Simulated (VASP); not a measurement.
# ZnIn2Cl4 (I4/mmm) in VASP: notebook

The runs below take ZnIn2Cl4 through single point, with PBE, LDA.

All numbers are computed with VASP 6.6.1; they aren't measurements. Logs are shortened: lines on timing, memory, paths and dates and some standing lists are left out, and cuts for length are marked.

## Step 1: The cell of the first run

The structure is tetragonal, space group I4/mmm (No. 139). The conventional cell has a = 6.696 Å, b = 6.696 Å, c = 8.639 Å, α = 90.00°, β = 90.00°, γ = 90.00°. Zn (site symmetry 4/mmm) has 4 Cl at 2.03 Å within 2.7 Å. In (site symmetry -4m2) has 8 Cl at 3.22 Å and 4 Zn at 3.98 Å within 4.2 Å. Cl (site symmetry m2m) has 1 Zn at 2.03 Å within 2.7 Å.

## Step 2: Single point, PBE

INCAR reads:

```
PREC = Accurate
ENCUT = 520
EDIFF = 1E-6
ISMEAR = 0
SIGMA = 0.1
LREAL = False
LASPH = True
NELM = 100
ALGO = Normal
ISIF = 2
LWAVE = False
LCHARG = False
GGA = PE
NBANDS = 42
```

KPOINTS reads:

```
Automatic mesh
0
Gamma
  4 4 4
```

POSCAR reads:

```
ZnIn2Cl4
1.0
   -3.3477839300      3.3477839300      4.3197213400
    3.3477839300     -3.3477839300      4.3197213400
    3.3477839300      3.3477839300     -4.3197213400
Zn In Cl
1 2 4
Direct
    0.0000000000      0.0000000000      0.0000000000
    0.7500000000      0.2500000000      0.5000000000
    0.2500000000      0.7500000000      0.5000000000
    0.2140000000      0.2140000000      0.4280000000
    0.2140000000      0.7860000000      0.0000000000
    0.7860000000      0.7860000000      0.5720000000
    0.7860000000      0.2140000000      0.0000000000
```

Potentials or basis: VASP PAW PBE potentials, release 64 (Zn, In_d, Cl).

Run with:

```bash
$ cat potpaw_PBE.64/Zn/POTCAR potpaw_PBE.64/In_d/POTCAR potpaw_PBE.64/Cl/POTCAR > POTCAR
$ mpirun -np 1 vasp_std > vasp.out
```

OUTCAR:

```text
PREC = Accurate
   ENCUT = 520
   EDIFF = 1E-6
   ISMEAR = 0
   LREAL = False
   LASPH = True
   NELM = 100
   ISIF = 2
   GGA = PE

 ion  position               nearest neighbor table
   1  0.000  0.000  0.000-   4 2.03   5 2.03   6 2.03   7 2.03
   2  0.750  0.250  0.500-   5 3.22   6 3.22   4 3.22   6 3.22   7 3.22   7 3.22   4 3.22   5 3.22

   3  0.250  0.750  0.500-   6 3.22   7 3.22   4 3.22   5 3.22   6 3.22   5 3.22   4 3.22   7 3.22

   4  0.214  0.214  0.428-   1 2.03   3 3.22   2 3.22   2 3.22   3 3.22
   5  0.214  0.786  0.000-   1 2.03   2 3.22   3 3.22   3 3.22   2 3.22
   6  0.786  0.786  0.572-   1 2.03   2 3.22   3 3.22   2 3.22   3 3.22
   7  0.786  0.214  0.000-   1 2.03   3 3.22   2 3.22   2 3.22   3 3.22

  LATTYP: Found a body centered tetragonal cell.
 ALAT       =     6.6955678600
 C/A-ratio  =     1.2903226225

  Lattice vectors:

 A1 = (  -3.3477839300,   3.3477839300,   4.3197213400)
 A2 = (   3.3477839300,  -3.3477839300,   4.3197213400)
 A3 = (   3.3477839300,   3.3477839300,  -4.3197213400)

Analysis of symmetry for initial positions (statically):
=====================================================================
 Subroutine PRICEL returns:
 Original cell was already a primitive cell.

 Routine SETGRP: Setting up the symmetry group for a
 body centered tetragonal supercell.

 Subroutine GETGRP returns: Found 16 space group operations
 (whereof 16 operations were pure point group operations)
 out of a pool of 16 trial point group operations.

The static configuration has the point symmetry D_4h.

Analysis of symmetry for dynamics (positions and initial velocities):
=====================================================================
 Subroutine PRICEL returns:
 Original cell was already a primitive cell.

 Routine SETGRP: Setting up the symmetry group for a
 body centered tetragonal supercell.

 Subroutine GETGRP returns: Found 16 space group operations
 (whereof 16 operations were pure point group operations)
 out of a pool of 16 trial point group operations.

The dynamic configuration has the point symmetry D_4h.

 Subroutine INISYM returns: Found 16 space group operations
 (whereof 16 operations are pure point group operations),
 and found     1 'primitive' translations

----------------------------------------------------------------------------------------

                                     Primitive cell

  volume of cell :     193.6558

  direct lattice vectors                    reciprocal lattice vectors
    -3.347783930  3.347783930  4.319721340     0.000000000  0.149352530  0.115748207
     3.347783930 -3.347783930  4.319721340     0.149352530  0.000000000  0.115748207
     3.347783930  3.347783930 -4.319721340     0.149352530  0.149352530  0.000000000

  length of vectors
     6.409002024  6.409002024  6.409002024     0.188954560  0.188954560  0.211216374

  position of ions in fractional coordinates (direct lattice)
     0.000000000  0.000000000  0.000000000
     0.750000000  0.250000000  0.500000000
     0.250000000  0.750000000  0.500000000
     0.214000000  0.214000000  0.428000000
     0.214000000  0.786000000  0.000000000
     0.786000000  0.786000000  0.572000000
     0.786000000  0.214000000  0.000000000

  ion indices of the primitive-cell ions
   primitive index   ion index
                 1           1
                 2           2
                 3           3
                 4           4
                 5           5
                 6           6
                 7           7

----------------------------------------------------------------------------------------

 KPOINTS: Automatic mesh

Automatic generation of k-mesh.
 Grid dimensions read from file:
 generate k-points for:    4    4    4

 Generating k-lattice:

  Cartesian coordinates                     Fractional coordinates (reciprocal lattice)
     0.000000000  0.037338133  0.028937052     0.250000000  0.000000000  0.000000000
     0.037338133  0.000000000  0.028937052     0.000000000  0.250000000  0.000000000
     0.037338133  0.037338133  0.000000000     0.000000000  0.000000000  0.250000000

  Length of vectors
     0.047238640  0.047238640  0.052804093

  Shift w.r.t. Gamma in fractional coordinates (k-lattice)
     0.000000000  0.000000000  0.000000000

 Subroutine IBZKPT returns following result:
 ===========================================

 Found     13 irreducible k-points:

 Following reciprocal coordinates:
            Coordinates               Weight
  0.000000  0.000000  0.000000      1.000000
  0.250000 -0.000000  0.000000      8.000000
  0.500000 -0.000000  0.000000      4.000000
  0.250000  0.250000  0.000000      8.000000
  0.500000  0.250000  0.000000     16.000000
 -0.250000  0.250000  0.000000      4.000000
  0.500000  0.500000  0.000000      2.000000
  0.250000  0.250000  0.250000      2.000000
 -0.250000  0.250000  0.250000      4.000000
  0.500000  0.500000  0.250000      4.000000
 -0.250000  0.500000  0.250000      8.000000
 -0.250000 -0.250000  0.250000      2.000000
  0.500000  0.500000  0.500000      1.000000
   k-points           NKPTS =     13   k-points in BZ     NKDIM =     13   number of bands    NBANDS=     42
   number of dos      NEDOS =    301   number of ions     NIONS =      7
   total plane-waves  NPLWV = 110592
   dimension x,y,z NGX =    48 NGY =   48 NGZ =   48
   dimension x,y,z NGXF=    96 NGYF=   96 NGZF=   96
   ions per type =               1   2   4
   NGX,Y,Z   is equivalent  to a cutoff of  12.45, 12.45, 12.45 a.u.
   NGXF,Y,Z  is equivalent  to a cutoff of  24.90, 24.90, 24.90 a.u.
 SYSTEM =  unknown system
   PREC   = accura    normal or accurate (medium, high low for compatibility)
   ISTART =      0    job   : 0-new  1-cont  2-samecut
   ICHARG =      2    charge: 1-file 2-atom 10-const
   ISPIN  =      1    spin polarized calculation?
   LNONCOLLINEAR =      F non collinear calculations
   LSORBIT =      F    spin-orbit coupling
   LASPH  =      T    aspherical Exc in radial PAW
   ENCUT  =  520.0 eV  38.22 Ry    6.18 a.u.  11.92 11.92 11.92*2*pi/ulx,y,z
   NELM   =    100;   NELMIN=  2; NELMDL= -5     # of ELM steps
   EDIFF  = 0.1E-05   stopping-criterion for ELM
   LREAL  =      F    real-space projection
   EDIFFG = 0.1E-04   stopping-criterion for IOM
   NSW    =      0    number of steps for IOM
   IBRION =     -1    ionic relax: 0-MD 1-quasi-New 2-CG
   NFREE  =      0    steps in history (QN), initial steepest desc. (CG)
   ISIF   =      2    stress and relaxation
   ISYM   =      2    0-nonsym 1-usesym 2-fastsym
   POTIM  = 0.5000    time-step for ionic-motion
   TEBEG  =    0.0;   TEEND  =   0.0 temperature during run
   PSTRESS=    0.0 pullay stress
   NELECT =      66.0000    total number of electrons
   NUPDOWN=      -1.0000    fix difference up-down
   EMIN   =  10.00;   EMAX   =-10.00  energy-range for DOS
   EFERMI =   0.00;   METHOD = LEGACY
   ISMEAR =     0;   SIGMA  =   0.10  broadening in eV -4-tet -1-fermi 0-gaus
   EFERMI_NEDOS =   21; number of points for ismear=-14 and -15
   IALGO  =     38    algorithm
   IMIX   =      4    mixing-type and parameters
     AMIX     =   0.40;   BMIX     =  1.00
     AMIX_MAG =   1.60;   BMIX_MAG =  1.00
  volume/ion in A,a.u.               =      27.67       186.69
  Fermi-wavevector in a.u.,A,eV,Ry     =   1.143526  2.160950 17.791674  1.307651
  Thomas-Fermi vector in A             =   2.280221
   LORBIT       =      0    0 simple, 1 ext, 2 COOP (PROOUT), +10 PAW based schemes
   GGA     = PE    functional components
   LHFCALC =     F    Hartree Fock is set to
   AEXX    =    0.0000 exact exchange contribution
   IVDW    =     0    specifies the selected vdW correction
   LEPSILON=     F    determine dielectric tensor
   LRPA    =     F    only Hartree local field effects (RPA)
 non-spin polarized calculation
 Gauss-broadening in eV      SIGMA  =   0.10
  energy-cutoff  :      520.00
  volume of cell :      193.66
 maximum number of plane-waves:      5272
   NGX = 23   NGY = 23   NGZ = 23

 number of electron      66.0000018 magnetization

 Free energy of the ion-electron system (eV)
  ---------------------------------------------------
  ext. energy  EPLUGINS =         0.00000000
  ---------------------------------------------------
  free energy    TOTEN  =       -16.66237211 eV

  energy without entropy =      -16.66237211  energy(sigma->0) =      -16.66237211

 E-fermi :   2.6606     XC(G=0):  -8.2736

 val. band max:        2.2141557819   @ k =   0.0000   0.0000   0.0000
 cond. band min:       4.7284212328   @ k =   0.5000   0.5000   0.0000
 fundamental gap:      2.5142654509
 Fermi energy:         2.6605736883

 k-point     1 :       0.0000    0.0000    0.0000
  band No.  band energies     occupation
      1     -13.9316      2.00000
      2     -12.8423      2.00000
      3     -12.8423      2.00000
      4     -12.4018      2.00000
      5     -11.1274      2.00000
      6     -11.1217      2.00000
[... 34 lines left out ...]
     41       9.0421      0.00000
     42       9.0477      0.00000

 k-point     2 :       0.2500   -0.0000    0.0000
  band No.  band energies     occupation
      1     -13.8984      2.00000
      2     -12.8678      2.00000
      3     -12.8202      2.00000
      4     -12.4076      2.00000
      5     -11.1259      2.00000
      6     -11.1223      2.00000
[... 34 lines left out ...]
     41       8.2021      0.00000
     42       9.8032      0.00000

 k-point     3 :       0.5000   -0.0000    0.0000
  band No.  band energies     occupation
      1     -13.8628      2.00000
      2     -12.8958      2.00000
      3     -12.7963      2.00000
      4     -12.4151      2.00000
      5     -11.1237      2.00000
      6     -11.1233      2.00000
[... 34 lines left out ...]
     41       8.1580      0.00000
     42       9.6516      0.00000

 k-point     4 :       0.2500    0.2500    0.0000
  band No.  band energies     occupation
      1     -13.8642      2.00000
      2     -12.8474      2.00000
      3     -12.8451      2.00000
      4     -12.4132      2.00000
      5     -11.1252      2.00000
      6     -11.1223      2.00000
[... 349 lines left out ...]
     41       7.8131      0.00000
     42       9.0144      0.00000

 k-point    12 :      -0.2500   -0.2500    0.2500
  band No.  band energies     occupation
      1     -13.9033      2.00000
      2     -12.8378      2.00000
      3     -12.8378      2.00000
      4     -12.3654      2.00000
      5     -11.1259      2.00000
      6     -11.1208      2.00000
[... 34 lines left out ...]
     41       7.4024      0.00000
     42       9.3002      0.00000

 k-point    13 :       0.5000    0.5000    0.5000
  band No.  band energies     occupation
      1     -13.8746      2.00000
      2     -12.8332      2.00000
      3     -12.8332      2.00000
      4     -12.3270      2.00000
      5     -11.1339      2.00000
      6     -11.1240      2.00000
[... 34 lines left out ...]
     41       7.4701      0.00000
     42       8.4694      0.00000

------------------------ aborting loop because EDIFF is reached ----------------------------------------

  FORCE on cell =-STRESS in cart. coord.  units (eV):
  Direction    XX          YY          ZZ          XY          YZ          ZX
  --------------------------------------------------------------------------------------
  -------------------------------------------------------------------------------------
  Total       24.9746491     24.9746491      0.9762308      0.0000000      0.0000000      0.0000000
  in kB      206.6233569    206.6233569      8.0766736      0.0000000      0.0000000      0.0000000
  external PRESSURE =     140.4411291 kB  Pullay stress =       0.0000000 kB

 VOLUME and BASIS-vectors are now :
 -----------------------------------------------------------------------------
  energy-cutoff  :      520.00
  volume of cell :      193.66
      direct lattice vectors                 reciprocal lattice vectors
    -3.347783930  3.347783930  4.319721340     0.000000000  0.149352530  0.115748207
     3.347783930 -3.347783930  4.319721340     0.149352530  0.000000000  0.115748207
     3.347783930  3.347783930 -4.319721340     0.149352530  0.149352530  0.000000000

 POSITION                                       TOTAL-FORCE (eV/Angst)
 -----------------------------------------------------------------------------------
      0.00000      0.00000      0.00000         0.000000     -0.000000      0.000000
      0.00000      3.34778      2.15986         0.000000     -0.000000      0.000000
      3.34778      0.00000      2.15986        -0.000000     -0.000000      0.000000
      1.43285      1.43285      0.00000         3.896987      3.896987     -0.000000
      1.91493     -1.91493      4.31972        -3.896987      3.896987      0.000000
      1.91493      1.91493      4.31972        -3.896987     -3.896987      0.000000
     -1.91493      1.91493      4.31972         3.896987     -3.896987      0.000000
 -----------------------------------------------------------------------------------
    total drift:                                0.000000      0.000000     -0.000000

  FREE ENERGIE OF THE ION-ELECTRON SYSTEM (eV)
  ---------------------------------------------------
  free  energy   TOTEN  =       -16.6623721117 eV

  energy  without entropy=      -16.6623721117  energy(sigma->0) =      -16.66237211
```

Wall time 1.8 min (1 thread of Intel Xeon Platinum 8488C (Sapphire Rapids), shared host); peak memory 0.36 GiB.

Results:

```yaml
Free_energy: -16.6624 eV
Pressure: 14.0 GPa
Largest_force: 5.511 eV/Å
Band_gap_on_the_k_mesh: 2.51 eV, indirect (least direct gap 2.77 eV)
```

Forces on the atoms (eV/Å):
```
Zn   0.000  0.000  0.000
In   0.000  0.000  0.000
In   0.000  0.000  0.000
Cl   3.897  3.897  0.000
Cl  -3.897  3.897  0.000
Cl  -3.897 -3.897  0.000
Cl   3.897 -3.897  0.000
```

Stress tensor (GPa, compression positive):
```
20.66  0.00  0.00
 0.00 20.66  0.00
 0.00  0.00  0.81
```

Caveat: spin-orbit coupling is left out, which moves the levels of the heavy elements; forces of over 1 eV/Å act on the atoms, so gaps and moduli don't describe the material at rest. As with any semilocal functional, this PBE gap is likely too small.

## Step 3: Single point, PBE

This run uses another cell than the first one, of 32.52 Å³/atom, 1.175 times its volume.

INCAR reads:

```
PREC = Accurate ; ENCUT = 520
EDIFF = 1E-6 ; ISMEAR = 0
SIGMA = 0.1 ; LREAL = F
LASPH = T ; NELM = 60
ALGO = Normal ; ISIF = 2
LWAVE = F ; LCHARG = F
GGA = PE ; NBANDS = 42
```

KPOINTS reads:

```
regular mesh
0
Gamma
  4 4 4
```

POSCAR reads:

```
ZnIn2Cl4
1.0
   -3.6942553205      3.6942553205      4.1697699158
    3.6942553205     -3.6942553205      4.1697699158
    3.6942553205      3.6942553205     -4.1697699158
Zn In Cl
1 2 4
Direct
    0.0000000000      0.0000000000      0.0000000000
    0.7500000000      0.2500000000      0.5000000000
    0.2500000000      0.7500000000      0.5000000000
    0.2252919020      0.2252919020      0.4505838041
    0.2252919020      0.7747080980      0.0000000000
    0.7747080980      0.7747080980      0.5494161959
    0.7747080980      0.2252919020      0.0000000000
```

Potentials or basis: VASP PAW PBE potentials, release 64 (Zn, In_d, Cl).

Run with:

```bash
$ cat potpaw_PBE.64/Zn/POTCAR potpaw_PBE.64/In_d/POTCAR potpaw_PBE.64/Cl/POTCAR > POTCAR
$ mpirun -np 1 vasp_std > vasp.out
```

Wall time 2.5 min (1 thread of Intel Xeon Platinum 8488C (Sapphire Rapids), shared host); peak memory 0.39 GiB.

The run converged. Its results:

```yaml
Free_energy: -19.7814 eV
Pressure: 0.0 GPa
Largest_force: 0.045 eV/Å
Band_gap_on_the_k_mesh: 2.38 eV, direct
```

Forces on the atoms (eV/Å):
```
Zn   0.000  0.000  0.000
In   0.000  0.000  0.000
In   0.000  0.000  0.000
Cl   0.032  0.032  0.000
Cl  -0.032  0.032  0.000
Cl  -0.032 -0.032  0.000
Cl   0.032 -0.032  0.000
```

Stress tensor (GPa, compression positive):
```
 0.18  0.00  0.00
 0.00  0.18  0.00
 0.00  0.00 -0.23
```

Levels at points of the mesh, in eV from the valence-band top:
```
           k point  band 29  band 30  band 31  band 32  band 33  band 34  band 35  band 36  band 37  band 38
(0.00, 0.00, 0.00)    -1.88    -1.88    -1.65    -1.24    -0.99     2.85     3.80     4.68     5.19     5.19
(0.50, 0.00, 0.00)    -1.71    -1.63    -1.12    -0.70    -0.60     3.33     3.51     3.83     4.35     4.42
(0.50, 0.50, 0.00)    -1.90    -1.79    -1.54    -0.68    -0.37     3.02     3.84     3.95     4.04     4.15
(0.50, 0.50, 0.50)    -1.70    -1.27    -1.02    -0.13     0.00     2.38     3.12     3.12     3.54     3.71
```

Caveat: spin-orbit coupling is left out, which moves the levels of the heavy elements. As with any semilocal functional, this PBE gap is likely too small.

## Step 4: Single point, PBE

This run uses another cell than the first one, of 32.46 Å³/atom, 1.173 times its volume.

INCAR reads:

```
SYSTEM = ZnIn2Cl4
PREC = Accurate
ENCUT = 520
EDIFF = 1E-6
ISMEAR = 0
SIGMA = 0.02
LREAL = .FALSE.
LASPH = .TRUE.
NELM = 60
ALGO = Normal
ISIF = 2
LWAVE = .FALSE.
LCHARG = .TRUE.
GGA = PE
LELF = .TRUE.
LVHAR = .TRUE.
NBANDS = 42
```

KPOINTS reads:

```
Automatic mesh
0
G
  6 6 6
  0 0 0
```

POSCAR reads:

```
ZnIn2Cl4
1.0
   -3.7232842939      3.7232842939      4.0981990290
    3.7232842939     -3.7232842939      4.0981990290
    3.7232842939      3.7232842939     -4.0981990290
Zn In Cl
1 2 4
Direct
    0.0000000000      0.0000000000      0.0000000000
    0.7500000000      0.2500000000      0.5000000000
    0.2500000000      0.7500000000      0.5000000000
    0.2240224749      0.2240224749      0.4480449498
    0.2240224749      0.7759775251      0.0000000000
    0.7759775251      0.7759775251      0.5519550502
    0.7759775251      0.2240224749      0.0000000000
```

Run with:

```bash
$ cat potpaw_PBE.64/Zn/POTCAR potpaw_PBE.64/In_d/POTCAR potpaw_PBE.64/Cl/POTCAR > POTCAR
$ mpirun -np 1 vasp_std > vasp.out
```

Run time: 4.8 min. Hardware: 1 thread of Intel Xeon Platinum 8488C (Sapphire Rapids), shared host; peak memory 0.48 GiB.

The run converged. Its results:

```
Free energy            : -19.7862 eV
Pressure               : 0.0 GPa
Largest force          : 0.011 eV/Å
Band gap on the k mesh : 2.25 eV, direct
```

Forces in eV/Å, atoms in the order of the input:
```
Zn   0.000  0.000  0.000
In   0.000  0.000  0.000
In   0.000  0.000  0.000
Cl   0.008  0.008  0.000
Cl  -0.008  0.008  0.000
Cl  -0.008 -0.008  0.000
Cl   0.008 -0.008  0.000
```

Levels at points of the mesh, in eV from the valence-band top:
```
           k point  band 30  band 31  band 32  band 33  band 34  band 35  band 36  band 37
(0.00, 0.00, 0.00)    -1.95    -1.64    -1.30    -1.05     2.79     3.80     4.49     5.17
(0.50, 0.00, 0.00)    -1.67    -1.18    -0.72    -0.60     3.31     3.50     3.77     4.37
(0.50, 0.50, 0.00)    -1.83    -1.57    -0.71    -0.38     3.03     3.69     3.91     3.96
(0.50, 0.50, 0.50)    -1.34    -1.09    -0.15     0.00     2.25     3.12     3.12     3.50
```

Caveat: spin-orbit coupling is left out, which moves the levels of the heavy elements. A hybrid or GW would open this gap; PBE tends to underestimate it.

(Part 1 of 2 ends here.)
